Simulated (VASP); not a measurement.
# CaMgF4 (P4/mmm) in VASP: notebook

Runs on CaMgF4. Level: PBEsol. Tasks: single point, relaxation of cell and atoms.

All numbers are computed with VASP 6.6.1; they aren't measurements. Logs are shortened: lines on timing, memory, paths and dates and some standing lists are left out, and cuts for length are marked.

## Step 1: The cell of the first run

It takes space group P4/mmm (No. 123, tetragonal). Conventional cell: a = 3.655 Å, b = 3.655 Å, c = 5.240 Å, α = 90.00°, β = 90.00°, γ = 90.00°. Ca (site symmetry 4/mmm) has 8 F at 2.30 Å within 3.0 Å. Within 2.9 Å of Mg (site symmetry 4/mmm) lie 8 F at 2.20 Å. F (site symmetry 2mm) has 2 Mg at 2.20 Å and 2 Ca at 2.30 Å and 6 F at 2.45 to 2.79 Å within 2.9 Å.

## Step 2: Single point, PBEsol

The input, INCAR:

```
PREC = Accurate ; ENCUT = 520
EDIFF = 1E-6 ; ISMEAR = -1
SIGMA = 0.03 ; LREAL = F
LASPH = T ; NELM = 80
ALGO = Normal ; ISIF = 2
LWAVE = F ; LCHARG = F
GGA = PS ; NBANDS = 29
```

The input, KPOINTS:

```
Automatic mesh
0
Gamma
  6 6 4
```

The input, POSCAR:

```
CaMgF4
1.0
    3.6546389534      0.0000000000      0.0000000000
    0.0000000000      3.6546389534      0.0000000000
    0.0000000000      0.0000000000      5.2404810355
Ca Mg F
1 1 4
Direct
    0.0000000000      0.0000000000      0.0000000000
    0.5000000000      0.5000000000      0.5000000000
    0.5000000000      0.0000000000      0.7336012555
    0.0000000000      0.5000000000      0.2663987445
    0.5000000000      0.0000000000      0.2663987445
    0.0000000000      0.5000000000      0.7336012555
```

Potentials or basis: VASP PAW PBE potentials, release 64 (Ca_sv, Mg, F).

Command:

```
cat potpaw_PBE.64/Ca_sv/POTCAR potpaw_PBE.64/Mg/POTCAR potpaw_PBE.64/F/POTCAR > POTCAR
mpirun -np 1 vasp_std > vasp.out
```

OUTCAR:

```text
PREC = Accurate
   ENCUT = 520
   EDIFF = 1E-6
   ISMEAR = -1
   LREAL = F
   LASPH = T
   NELM = 80
   ISIF = 2
   GGA = PS

 ion  position               nearest neighbor table
   1  0.000  0.000  0.000-   3 2.30   4 2.30   5 2.30   6 2.30   4 2.30   6 2.30   3 2.30   5 2.30

   2  0.500  0.500  0.500-   3 2.20   4 2.20   5 2.20   6 2.20   3 2.20   5 2.20   4 2.20   6 2.20

   3  0.500  0.000  0.734-   2 2.20   2 2.20   1 2.30   1 2.30
   4  0.000  0.500  0.266-   2 2.20   2 2.20   1 2.30   1 2.30
   5  0.500  0.000  0.266-   2 2.20   2 2.20   1 2.30   1 2.30
   6  0.000  0.500  0.734-   2 2.20   2 2.20   1 2.30   1 2.30

  LATTYP: Found a simple tetragonal cell.
 ALAT       =     3.6546389534
 C/A-ratio  =     1.4339257865

  Lattice vectors:

 A1 = (   3.6546389534,   0.0000000000,   0.0000000000)
 A2 = (   0.0000000000,   3.6546389534,   0.0000000000)
 A3 = (   0.0000000000,   0.0000000000,   5.2404810355)

Analysis of symmetry for initial positions (statically):
=====================================================================
 Subroutine PRICEL returns:
 Original cell was already a primitive cell.

 Routine SETGRP: Setting up the symmetry group for a
 simple tetragonal supercell.

 Subroutine GETGRP returns: Found 16 space group operations
 (whereof 16 operations were pure point group operations)
 out of a pool of 16 trial point group operations.

The static configuration has the point symmetry D_4h.

Analysis of symmetry for dynamics (positions and initial velocities):
=====================================================================
 Subroutine PRICEL returns:
 Original cell was already a primitive cell.

 Routine SETGRP: Setting up the symmetry group for a
 simple tetragonal supercell.

 Subroutine GETGRP returns: Found 16 space group operations
 (whereof 16 operations were pure point group operations)
 out of a pool of 16 trial point group operations.

The dynamic configuration has the point symmetry D_4h.

 Subroutine INISYM returns: Found 16 space group operations
 (whereof 16 operations are pure point group operations),
 and found     1 'primitive' translations

----------------------------------------------------------------------------------------

                                     Primitive cell

  volume of cell :      69.9939

  direct lattice vectors                    reciprocal lattice vectors
     3.654638953  0.000000000  0.000000000     0.273624840  0.000000000  0.000000000
     0.000000000  3.654638953  0.000000000     0.000000000  0.273624840  0.000000000
     0.000000000  0.000000000  5.240481036     0.000000000  0.000000000  0.190822177

  length of vectors
     3.654638953  3.654638953  5.240481036     0.273624840  0.273624840  0.190822177

  position of ions in fractional coordinates (direct lattice)
     0.000000000  0.000000000  0.000000000
     0.500000000  0.500000000  0.500000000
     0.500000000  0.000000000  0.733601255
     0.000000000  0.500000000  0.266398745
     0.500000000  0.000000000  0.266398745
     0.000000000  0.500000000  0.733601255

  ion indices of the primitive-cell ions
   primitive index   ion index
                 1           1
                 2           2
                 3           3
                 4           4
                 5           5
                 6           6

----------------------------------------------------------------------------------------

 KPOINTS: Automatic mesh

Automatic generation of k-mesh.
 Grid dimensions read from file:
 generate k-points for:    6    6    4

 Generating k-lattice:

  Cartesian coordinates                     Fractional coordinates (reciprocal lattice)
     0.045604140  0.000000000  0.000000000     0.166666667  0.000000000  0.000000000
     0.000000000  0.045604140  0.000000000     0.000000000  0.166666667  0.000000000
     0.000000000  0.000000000  0.047705544     0.000000000  0.000000000  0.250000000

  Length of vectors
     0.045604140  0.045604140  0.047705544

  Shift w.r.t. Gamma in fractional coordinates (k-lattice)
     0.000000000  0.000000000  0.000000000

 Subroutine IBZKPT returns following result:
 ===========================================

 Found     30 irreducible k-points:

 Following reciprocal coordinates:
            Coordinates               Weight
  0.000000  0.000000  0.000000      1.000000
  0.166667  0.000000  0.000000      4.000000
  0.333333  0.000000  0.000000      4.000000
  0.500000  0.000000  0.000000      2.000000
  0.166667  0.166667  0.000000      4.000000
  0.333333  0.166667  0.000000      8.000000
[... 16 lines left out ...]
  0.333333  0.000000  0.500000      4.000000
  0.500000  0.000000  0.500000      2.000000
 [... further k-points ...]
   k-points           NKPTS =     30   k-points in BZ     NKDIM =     30   number of bands    NBANDS=     29
   number of dos      NEDOS =    301   number of ions     NIONS =      6
   total plane-waves  NPLWV =  31360
   dimension x,y,z NGX =    28 NGY =   28 NGZ =   40
   dimension x,y,z NGXF=    56 NGYF=   56 NGZF=   80
   ions per type =               1   1   4
   NGX,Y,Z   is equivalent  to a cutoff of  12.74, 12.74, 12.69 a.u.
   NGXF,Y,Z  is equivalent  to a cutoff of  25.47, 25.47, 25.38 a.u.
 SYSTEM =  unknown system
   PREC   = accura    normal or accurate (medium, high low for compatibility)
   ISTART =      0    job   : 0-new  1-cont  2-samecut
   ICHARG =      2    charge: 1-file 2-atom 10-const
   ISPIN  =      1    spin polarized calculation?
   LNONCOLLINEAR =      F non collinear calculations
   LSORBIT =      F    spin-orbit coupling
   LASPH  =      T    aspherical Exc in radial PAW
   ENCUT  =  520.0 eV  38.22 Ry    6.18 a.u.   6.80  6.80  9.74*2*pi/ulx,y,z
   NELM   =     80;   NELMIN=  2; NELMDL= -5     # of ELM steps
   EDIFF  = 0.1E-05   stopping-criterion for ELM
   LREAL  =      F    real-space projection
   EDIFFG = 0.1E-04   stopping-criterion for IOM
   NSW    =      0    number of steps for IOM
   IBRION =     -1    ionic relax: 0-MD 1-quasi-New 2-CG
   NFREE  =      0    steps in history (QN), initial steepest desc. (CG)
   ISIF   =      2    stress and relaxation
   ISYM   =      2    0-nonsym 1-usesym 2-fastsym
   POTIM  = 0.5000    time-step for ionic-motion
   TEBEG  =    0.0;   TEEND  =   0.0 temperature during run
   PSTRESS=    0.0 pullay stress
   NELECT =      40.0000    total number of electrons
   NUPDOWN=      -1.0000    fix difference up-down
   EMIN   =  10.00;   EMAX   =-10.00  energy-range for DOS
   EFERMI =   0.00;   METHOD = LEGACY
   ISMEAR =    -1;   SIGMA  =   0.03  broadening in eV -4-tet -1-fermi 0-gaus
   EFERMI_NEDOS =   21; number of points for ismear=-14 and -15
   IALGO  =     38    algorithm
   IMIX   =      4    mixing-type and parameters
     AMIX     =   0.40;   BMIX     =  1.00
     AMIX_MAG =   1.60;   BMIX_MAG =  1.00
  volume/ion in A,a.u.               =      11.67        78.72
  Fermi-wavevector in a.u.,A,eV,Ry     =   1.358547  2.567282 25.111606  1.845651
  Thomas-Fermi vector in A             =   2.485371
   LORBIT       =      0    0 simple, 1 ext, 2 COOP (PROOUT), +10 PAW based schemes
   GGA     = PS    functional components
   LHFCALC =     F    Hartree Fock is set to
   AEXX    =    0.0000 exact exchange contribution
   IVDW    =     0    specifies the selected vdW correction
   LEPSILON=     F    determine dielectric tensor
   LRPA    =     F    only Hartree local field effects (RPA)
 non-spin polarized calculation
  energy-cutoff  :      520.00
  volume of cell :       69.99
 maximum number of plane-waves:      1908
 NGX is ok and might be reduce to    28
   NGX = 13   NGY = 13   NGZ = 19

 number of electron      39.9999999 magnetization

 Free energy of the ion-electron system (eV)
  ---------------------------------------------------
  ext. energy  EPLUGINS =         0.00000000
  ---------------------------------------------------
  free energy    TOTEN  =       -33.52577673 eV

  energy without entropy =      -33.52577673  energy(sigma->0) =      -33.52577673

 E-fermi :   0.2325     XC(G=0): -10.2253

 val. band max:       -0.4472591899   @ k =   0.5000   0.5000   0.0000
 cond. band min:       5.7698989671   @ k =   0.0000   0.0000   0.0000
 fundamental gap:      6.2171581570
 Fermi energy:         0.2325448967

 k-point     1 :       0.0000    0.0000    0.0000
  band No.  band energies     occupation
      1     -36.0963      2.00000
      2     -21.0204      2.00000
      3     -20.9420      2.00000
      4     -20.1446      2.00000
      5     -19.7063      2.00000
      6     -17.2283      2.00000
[... 21 lines left out ...]
     28      12.9300      0.00000
     29      13.0431      0.00000

 k-point     2 :       0.1667    0.0000    0.0000
  band No.  band energies     occupation
      1     -36.0905      2.00000
      2     -21.0061      2.00000
      3     -20.8536      2.00000
      4     -20.2567      2.00000
      5     -19.7701      2.00000
      6     -17.2233      2.00000
[... 21 lines left out ...]
     28      12.6663      0.00000
     29      12.8243      0.00000

 k-point     3 :       0.3333    0.0000    0.0000
  band No.  band energies     occupation
      1     -36.0788      2.00000
      2     -20.9759      2.00000
      3     -20.6185      2.00000
      4     -20.4621      2.00000
      5     -19.9591      2.00000
      6     -17.2134      2.00000
[... 21 lines left out ...]
     28      12.3003      0.00000
     29      13.0795      0.00000

 k-point     4 :       0.5000    0.0000    0.0000
  band No.  band energies     occupation
      1     -36.0730      2.00000
      2     -20.9598      2.00000
      3     -20.5581      2.00000
      4     -20.3883      2.00000
      5     -20.1660      2.00000
      6     -17.2084      2.00000
[... 597 lines left out ...]
     28      12.3293      0.00000
     29      14.8614      0.00000

 k-point    23 :       0.3333    0.0000    0.5000
  band No.  band energies     occupation
      1     -36.0787      2.00000
      2     -20.9521      2.00000
      3     -20.6530      2.00000
      4     -20.2797      2.00000
      5     -20.1610      2.00000
      6     -17.2127      2.00000
[... 21 lines left out ...]
     28      11.5600      0.00000
     29      14.1125      0.00000

 k-point    24 :       0.5000    0.0000    0.5000
  band No.  band energies     occupation
      1     -36.0729      2.00000
      2     -20.6880      2.00000
      3     -20.6734      2.00000
      4     -20.5200      2.00000
      5     -20.2383      2.00000
      6     -17.2077      2.00000
[... 21 lines left out ...]
     28      10.9046      0.00000
     29      13.6541      0.00000

 [... further k-points ...]

------------------------ aborting loop because EDIFF is reached ----------------------------------------

  FORCE on cell =-STRESS in cart. coord.  units (eV):
  Direction    XX          YY          ZZ          XY          YZ          ZX
  --------------------------------------------------------------------------------------
  -------------------------------------------------------------------------------------
  Total       -0.0667216     -0.0667216     -0.0158601      0.0000000      0.0000000      0.0000000
  in kB       -1.5272743     -1.5272743     -0.3630412      0.0000000      0.0000000      0.0000000
  external PRESSURE =      -1.1391966 kB  Pullay stress =       0.0000000 kB

 VOLUME and BASIS-vectors are now :
 -----------------------------------------------------------------------------
  energy-cutoff  :      520.00
  volume of cell :       69.99
      direct lattice vectors                 reciprocal lattice vectors
     3.654638953  0.000000000  0.000000000     0.273624840  0.000000000  0.000000000
     0.000000000  3.654638953  0.000000000     0.000000000  0.273624840  0.000000000
     0.000000000  0.000000000  5.240481036     0.000000000  0.000000000  0.190822177

 POSITION                                       TOTAL-FORCE (eV/Angst)
 -----------------------------------------------------------------------------------
      0.00000      0.00000      0.00000         0.000000      0.000000     -0.000000
      1.82732      1.82732      2.62024         0.000000      0.000000     -0.000000
      1.82732      0.00000      3.84442         0.000000      0.000000     -0.052670
      0.00000      1.82732      1.39606        -0.000000     -0.000000      0.052670
      1.82732      0.00000      1.39606         0.000000      0.000000      0.052670
      0.00000      1.82732      3.84442         0.000000     -0.000000     -0.052670
 -----------------------------------------------------------------------------------
    total drift:                                0.000000     -0.000000      0.000000

  FREE ENERGIE OF THE ION-ELECTRON SYSTEM (eV)
  ---------------------------------------------------
  free  energy   TOTEN  =       -33.5257767285 eV

  energy  without entropy=      -33.5257767285  energy(sigma->0) =      -33.52577673
```

Run time: 50 s. Hardware: 1 thread of Oxide Virtual Turin-like, shared host; peak memory 0.18 GiB.

Results:

```yaml
Free_energy: -33.5258 eV
Pressure: -0.1 GPa
Largest_force: 0.053 eV/Å
Band_gap_on_the_k_mesh: 6.22 eV, indirect (least direct gap 6.31 eV)
```

Forces on the atoms (eV/Å):
```
Ca   0.000  0.000  0.000
Mg   0.000  0.000  0.000
F    0.000  0.000 -0.053
F    0.000  0.000  0.053
F    0.000  0.000  0.053
F    0.000  0.000 -0.053
```

Levels at points of the mesh, in eV from the valence-band top:
| k point | band 18 | band 19 | band 20 | band 21 | band 22 | band 23 |
| --- | --- | --- | --- | --- | --- | --- |
| (0.00, 0.00, 0.00) | -0.42 | -0.42 | -0.09 | 6.22 | 8.40 | 9.79 |
| (0.50, 0.00, 0.00) | -1.12 | -0.50 | -0.28 | 9.17 | 9.37 | 9.39 |
| (0.50, 0.50, 0.00) | -0.41 | -0.09 | 0.00 | 7.67 | 9.75 | 10.57 |
| (0.00, 0.00, 0.50) | -0.61 | -0.28 | -0.28 | 7.82 | 8.17 | 9.60 |
| (0.50, 0.00, 0.50) | -1.29 | -1.02 | -1.00 | 9.43 | 9.55 | 10.04 |
| (0.50, 0.50, 0.50) | -0.25 | -0.16 | -0.16 | 8.00 | 10.17 | 10.17 |

Caveat: the PAW data sets were made with another functional, which shifts forces and pressure a little. A k mesh can miss the band edges.

[end of part 1 of 2]
